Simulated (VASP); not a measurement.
# B (I4/mmm) in VASP: notebook

Runs on B. Level: PBE. Tasks: single point.

Everything below comes from runs of VASP 6.6.1. Logs are shortened: lines on timing, memory, paths and dates and some standing lists are left out, and cuts for length are marked.

## Step 1: The cell of the first run

The structure is tetragonal, space group I4/mmm (No. 139). Conventional cell: a = 1.982 Å, b = 1.982 Å, c = 3.010 Å, α = 90.00°, β = 90.00°, γ = 90.00°. Within 2.6 Å of B (site symmetry 4/mmm) lie 12 B at 1.98 to 2.06 Å.

## Step 2: Single point, PBE

Input file INCAR:

```
  PREC = Accurate
  ENCUT = 520
  EDIFF = 1E-6
  ISMEAR = 0
  SIGMA = 0.1
  LREAL = False
  LASPH = True
  NELM = 100
  ALGO = Normal
  ISIF = 2
  LWAVE = False
  LCHARG = False
  GGA = PE
  NBANDS = 8
```

Input file KPOINTS:

```
Automatic mesh
0
Gamma
  10 10 10
```

Input file POSCAR:

```
B
1.0
   -0.9908442122      0.9908442122      1.5047860826
    0.9908442122     -0.9908442122      1.5047860826
    0.9908442122      0.9908442122     -1.5047860826
B
1
Direct
    0.0000000000      0.0000000000      0.0000000000
```

Potentials or basis: VASP PAW PBE potentials, release 64 (B).

Run with:

```console
$ cat potpaw_PBE.64/B/POTCAR > POTCAR
$ mpirun -np 1 vasp_std > vasp.out
```

OUTCAR:

```text
PREC = Accurate
   ENCUT = 520
   EDIFF = 1E-6
   ISMEAR = 0
   LREAL = False
   LASPH = True
   NELM = 100
   ISIF = 2
   GGA = PE

 ion  position               nearest neighbor table
   1  0.000  0.000  0.000-

  LATTYP: Found a body centered tetragonal cell.
 ALAT       =     1.9816884244
 C/A-ratio  =     1.5186908942

  Lattice vectors:

 A1 = (  -0.9908442122,   0.9908442122,   1.5047860826)
 A2 = (   0.9908442122,  -0.9908442122,   1.5047860826)
 A3 = (   0.9908442122,   0.9908442122,  -1.5047860826)

Analysis of symmetry for initial positions (statically):
=====================================================================
 Subroutine PRICEL returns:
 Original cell was already a primitive cell.

 Routine SETGRP: Setting up the symmetry group for a
 body centered tetragonal supercell.

 Subroutine GETGRP returns: Found 16 space group operations
 (whereof 16 operations were pure point group operations)
 out of a pool of 16 trial point group operations.

The static configuration has the point symmetry D_4h.

Analysis of symmetry for dynamics (positions and initial velocities):
=====================================================================
 Subroutine PRICEL returns:
 Original cell was already a primitive cell.

 Routine SETGRP: Setting up the symmetry group for a
 body centered tetragonal supercell.

 Subroutine GETGRP returns: Found 16 space group operations
 (whereof 16 operations were pure point group operations)
 out of a pool of 16 trial point group operations.

The dynamic configuration has the point symmetry D_4h.

 Subroutine INISYM returns: Found 16 space group operations
 (whereof 16 operations are pure point group operations),
 and found     1 'primitive' translations

----------------------------------------------------------------------------------------

                                     Primitive cell

  volume of cell :       5.9094

  direct lattice vectors                    reciprocal lattice vectors
    -0.990844212  0.990844212  1.504786083     0.000000000  0.504620195  0.332273142
     0.990844212 -0.990844212  1.504786083     0.504620195  0.000000000  0.332273142
     0.990844212  0.990844212 -1.504786083     0.504620195  0.504620195  0.000000000

  length of vectors
     2.056192029  2.056192029  2.056192029     0.604191181  0.604191181  0.713640724

  position of ions in fractional coordinates (direct lattice)
     0.000000000  0.000000000  0.000000000

  ion indices of the primitive-cell ions
   primitive index   ion index
                 1           1

----------------------------------------------------------------------------------------

 KPOINTS: Automatic mesh

Automatic generation of k-mesh.
 Grid dimensions read from file:
 generate k-points for:   10   10   10

 Generating k-lattice:

  Cartesian coordinates                     Fractional coordinates (reciprocal lattice)
     0.000000000  0.050462020  0.033227314     0.100000000 -0.000000000  0.000000000
     0.050462020  0.000000000  0.033227314    -0.000000000  0.100000000  0.000000000
     0.050462020  0.050462020  0.000000000     0.000000000  0.000000000  0.100000000

  Length of vectors
     0.060419118  0.060419118  0.071364072

  Shift w.r.t. Gamma in fractional coordinates (k-lattice)
     0.000000000  0.000000000  0.000000000

 Subroutine IBZKPT returns following result:
 ===========================================

 Found    102 irreducible k-points:

 Following reciprocal coordinates:
            Coordinates               Weight
  0.000000  0.000000  0.000000      1.000000
  0.100000  0.000000  0.000000      8.000000
  0.200000  0.000000  0.000000      8.000000
  0.300000  0.000000 -0.000000      8.000000
  0.400000  0.000000  0.000000      8.000000
  0.500000  0.000000  0.000000      4.000000
[... 16 lines left out ...]
  0.300000  0.300000 -0.000000      8.000000
  0.400000  0.300000  0.000000     16.000000
 [... further k-points ...]
   k-points           NKPTS =    102   k-points in BZ     NKDIM =    102   number of bands    NBANDS=      8
   number of dos      NEDOS =    301   number of ions     NIONS =      1
   total plane-waves  NPLWV =   4096
   dimension x,y,z NGX =    16 NGY =   16 NGZ =   16
   dimension x,y,z NGXF=    32 NGYF=   32 NGZF=   32
   ions per type =               1
   NGX,Y,Z   is equivalent  to a cutoff of  12.94, 12.94, 12.94 a.u.
   NGXF,Y,Z  is equivalent  to a cutoff of  25.87, 25.87, 25.87 a.u.
 SYSTEM =  unknown system
   PREC   = accura    normal or accurate (medium, high low for compatibility)
   ISTART =      0    job   : 0-new  1-cont  2-samecut
   ICHARG =      2    charge: 1-file 2-atom 10-const
   ISPIN  =      1    spin polarized calculation?
   LNONCOLLINEAR =      F non collinear calculations
   LSORBIT =      F    spin-orbit coupling
   LASPH  =      T    aspherical Exc in radial PAW
   ENCUT  =  520.0 eV  38.22 Ry    6.18 a.u.   3.82  3.82  3.82*2*pi/ulx,y,z
   NELM   =    100;   NELMIN=  2; NELMDL= -5     # of ELM steps
   EDIFF  = 0.1E-05   stopping-criterion for ELM
   LREAL  =      F    real-space projection
   EDIFFG = 0.1E-04   stopping-criterion for IOM
   NSW    =      0    number of steps for IOM
   IBRION =     -1    ionic relax: 0-MD 1-quasi-New 2-CG
   NFREE  =      0    steps in history (QN), initial steepest desc. (CG)
   ISIF   =      2    stress and relaxation
   ISYM   =      2    0-nonsym 1-usesym 2-fastsym
   POTIM  = 0.5000    time-step for ionic-motion
   TEBEG  =    0.0;   TEEND  =   0.0 temperature during run
   PSTRESS=    0.0 pullay stress
   NELECT =       3.0000    total number of electrons
   NUPDOWN=      -1.0000    fix difference up-down
   EMIN   =  10.00;   EMAX   =-10.00  energy-range for DOS
   EFERMI =   0.00;   METHOD = LEGACY
   ISMEAR =     0;   SIGMA  =   0.10  broadening in eV -4-tet -1-fermi 0-gaus
   EFERMI_NEDOS =   21; number of points for ismear=-14 and -15
   IALGO  =     38    algorithm
   IMIX   =      4    mixing-type and parameters
     AMIX     =   0.40;   BMIX     =  1.00
     AMIX_MAG =   1.60;   BMIX_MAG =  1.00
  volume/ion in A,a.u.               =       5.91        39.88
  Fermi-wavevector in a.u.,A,eV,Ry     =   1.305971  2.467927 23.205543  1.705559
  Thomas-Fermi vector in A             =   2.436804
   LORBIT       =      0    0 simple, 1 ext, 2 COOP (PROOUT), +10 PAW based schemes
   GGA     = PE    functional components
   LHFCALC =     F    Hartree Fock is set to
   AEXX    =    0.0000 exact exchange contribution
   IVDW    =     0    specifies the selected vdW correction
   LEPSILON=     F    determine dielectric tensor
   LRPA    =     F    only Hartree local field effects (RPA)
 non-spin polarized calculation
 Gauss-broadening in eV      SIGMA  =   0.10
  energy-cutoff  :      520.00
  volume of cell :        5.91
 maximum number of plane-waves:       169
   NGX =  7   NGY =  7   NGZ =  7

 number of electron       3.0000000 magnetization

 Free energy of the ion-electron system (eV)
  ---------------------------------------------------
  ext. energy  EPLUGINS =         0.00000000
  ---------------------------------------------------
  free energy    TOTEN  =        -5.34182158 eV

  energy without entropy =       -5.34057953  energy(sigma->0) =       -5.34120055

 E-fermi :  10.3277     XC(G=0): -13.0065

 val. band max:       10.3024464675   @ k =   0.5000   0.3000   0.0000
 cond. band min:      10.3989040061   @ k =  -0.1000  -0.4000   0.1000
 fundamental gap:      0.0964575385
 Fermi energy:        10.3276816553

 k-point     1 :       0.0000    0.0000    0.0000
  band No.  band energies     occupation
      1      -8.6285      2.00000
      2      26.3506      0.00000
      3      26.5018      0.00000
      4      26.5018      0.00000
      5      42.3903      0.00000
      6      43.4082      0.00000
      7      43.4082      0.00000
      8      46.8287      0.00000

 k-point     2 :       0.1000    0.0000    0.0000
  band No.  band energies     occupation
      1      -8.1913      2.00000
      2      24.3870      0.00000
      3      25.8223      0.00000
      4      26.2189      0.00000
      5      40.3809      0.00000
      6      43.4611      0.00000
      7      44.3242      0.00000
      8      49.1874      0.00000

 k-point     3 :       0.2000    0.0000    0.0000
  band No.  band energies     occupation
      1      -6.8821      2.00000
      2      19.3226      0.00000
      3      24.5843      0.00000
      4      25.6107      0.00000
      5      39.5430      0.00000
      6      42.9147      0.00000
      7      45.6877      0.00000
      8      47.9793      0.00000

 k-point     4 :       0.3000    0.0000   -0.0000
  band No.  band energies     occupation
      1      -4.7185      2.00000
      2      13.4820      0.00000
      3      23.3811      0.00000
      4      25.0556      0.00000
      5      39.1925      0.00000
      6      42.1794      0.00000
      7      44.1867      0.00000
      8      45.6332      0.00000

 k-point     5 :       0.4000    0.0000    0.0000
  band No.  band energies     occupation
      1      -1.8093      2.00000
      2       8.1217      2.00000
      3      22.5755      0.00000
      4      24.7266      0.00000
      5      37.9966      0.00000
      6      42.2088      0.00000
      7      42.7732      0.00000
      8      44.7489      0.00000

 k-point     6 :       0.5000    0.0000    0.0000
  band No.  band energies     occupation
      1       0.5554      2.00000
      2       4.9102      2.00000
      3      22.2970      0.00000
      4      24.6253      0.00000
      5      37.5056      0.00000
      6      41.4610      0.00000
      7      42.4670      0.00000
      8      45.4058      0.00000

 k-point     7 :       0.1000    0.1000    0.0000
  band No.  band energies     occupation
      1      -7.4894      2.00000
      2      22.8002      0.00000
      3      23.4458      0.00000
      4      26.1202      0.00000
      5      39.3815      0.00000
      6      42.9698      0.00000
      7      44.3277      0.00000
      8      48.7486      0.00000

 k-point     8 :       0.2000    0.1000    0.0000
  band No.  band energies     occupation
      1      -5.9167      2.00000
      2      17.6995      0.00000
      3      22.2896      0.00000
      4      25.1932      0.00000
      5      39.7732      0.00000
      6      40.0923      0.00000
      7      44.4645      0.00000
      8      48.6029      0.00000

 k-point     9 :       0.3000    0.1000    0.0000
  band No.  band energies     occupation
      1      -3.5004      2.00000
      2      12.0125      0.00000
      3      21.8269      0.00000
      4      23.9107      0.00000
      5      37.5607      0.00000
      6      40.5169      0.00000
      7      43.4644      0.00000
      8      51.0686      0.00000

 k-point    10 :       0.4000    0.1000    0.0000
  band No.  band energies     occupation
      1      -0.4341      2.00000
      2       7.0050      2.00000
      3      21.6954      0.00000
      4      23.0737      0.00000
      5      35.9884      0.00000
      6      39.8409      0.00000
      7      45.1612      0.00000
      8      50.0750      0.00000
[... 78 lines left out ...]
 k-point    18 :       0.4000    0.2000    0.0000
  band No.  band energies     occupation
      1       1.7689      2.00000
      2       6.5413      2.00000
      3      18.6143      0.00000
      4      20.5370      0.00000
      5      32.6409      0.00000
      6      43.1489      0.00000
      7      47.1668      0.00000
      8      50.8659      0.00000

 k-point    19 :       0.5000    0.2000    0.0000
  band No.  band energies     occupation
      1       1.0743      2.00000
      2       7.5016      2.00000
      3      19.4861      0.00000
      4      20.2373      0.00000
      5      31.7373      0.00000
      6      41.3825      0.00000
      7      46.1836      0.00000
      8      53.4879      0.00000

 k-point    20 :      -0.4000    0.2000    0.0000
  band No.  band energies     occupation
      1      -2.0598      2.00000
      2      12.3982      0.00000
      3      19.4319      0.00000
      4      22.1642      0.00000
      5      31.8485      0.00000
      6      37.3246      0.00000
      7      47.3912      0.00000
      8      55.0785      0.00000

 k-point    21 :      -0.3000    0.2000    0.0000
  band No.  band energies     occupation
      1      -4.5447      2.00000
      2      17.6668      0.00000
      3      20.1219      0.00000
      4      24.1292      0.00000
      5      32.3817      0.00000
      6      35.0750      0.00000
      7      48.8345      0.00000
      8      53.7733      0.00000

 k-point    22 :      -0.2000    0.2000    0.0000
  band No.  band energies     occupation
      1      -6.1917      2.00000
      2      21.0460      0.00000
      3      21.7611      0.00000
      4      25.3041      0.00000
      5      32.7818      0.00000
      6      37.9871      0.00000
      7      48.2698      0.00000
      8      51.3682      0.00000

 k-point    23 :       0.3000    0.3000   -0.0000
  band No.  band energies     occupation
      1       1.5469      2.00000
      2       9.1756      2.00000
      3      15.0351      0.00000
      4      20.0432      0.00000
      5      32.0985      0.00000
      6      46.5290      0.00000
      7      47.0236      0.00000
      8      49.6027      0.00000

 k-point    24 :       0.4000    0.3000    0.0000
  band No.  band energies     occupation
      1       4.6006      2.00000
      2       6.6125      2.00000
      3      14.8442      0.00000
      4      18.5029      0.00000
      5      30.5542      0.00000
      6      41.6918      0.00000
      7      49.8574      0.00000
      8      51.8529      0.00000

 [... further k-points ...]

------------------------ aborting loop because EDIFF is reached ----------------------------------------

  FORCE on cell =-STRESS in cart. coord.  units (eV):
  Direction    XX          YY          ZZ          XY          YZ          ZX
  --------------------------------------------------------------------------------------
  -------------------------------------------------------------------------------------
  Total        0.0020800      0.0020800     -0.0026106      0.0000000     -0.0000000      0.0000000
  in kB        0.5639376      0.5639376     -0.7077893      0.0000000     -0.0000000      0.0000000
  external PRESSURE =       0.1400286 kB  Pullay stress =       0.0000000 kB

 VOLUME and BASIS-vectors are now :
 -----------------------------------------------------------------------------
  energy-cutoff  :      520.00
  volume of cell :        5.91
      direct lattice vectors                 reciprocal lattice vectors
    -0.990844212  0.990844212  1.504786083     0.000000000  0.504620195  0.332273142
     0.990844212 -0.990844212  1.504786083     0.504620195  0.000000000  0.332273142
     0.990844212  0.990844212 -1.504786083     0.504620195  0.504620195  0.000000000

 POSITION                                       TOTAL-FORCE (eV/Angst)
 -----------------------------------------------------------------------------------
      0.00000      0.00000      0.00000         0.000000      0.000000      0.000000
 -----------------------------------------------------------------------------------
    total drift:                                0.000000      0.000000     -0.000000

  FREE ENERGIE OF THE ION-ELECTRON SYSTEM (eV)
  ---------------------------------------------------
  free  energy   TOTEN  =        -5.3418215750 eV

  energy  without entropy=       -5.3405795292  energy(sigma->0) =       -5.34120055
```

Run time: 2.7 s. Hardware: 1 thread of Intel Xeon 8259CL, shared host; peak memory 0.11 GiB.

What came out:

```
Free energy : -5.3418 eV
Pressure    : 0.0 GPa
```

Levels at points of the mesh, in eV from the Fermi level:
```
           k point  band 1  band 2  band 3  band 4  band 5
(0.00, 0.00, 0.00)  -18.96   16.02   16.17   16.17   32.06
(0.50, 0.00, 0.00)   -9.77   -5.42   11.97   14.30   27.18
(0.50, 0.50, 0.00)   -6.43    0.91    5.13    6.24   15.61
(0.50, 0.50, 0.50)   -8.02   -1.97    7.63    7.63   17.59
```

Caveat: the k points lie up to 0.45 Å⁻¹ apart.

(Part 1 of 2 ends here.)
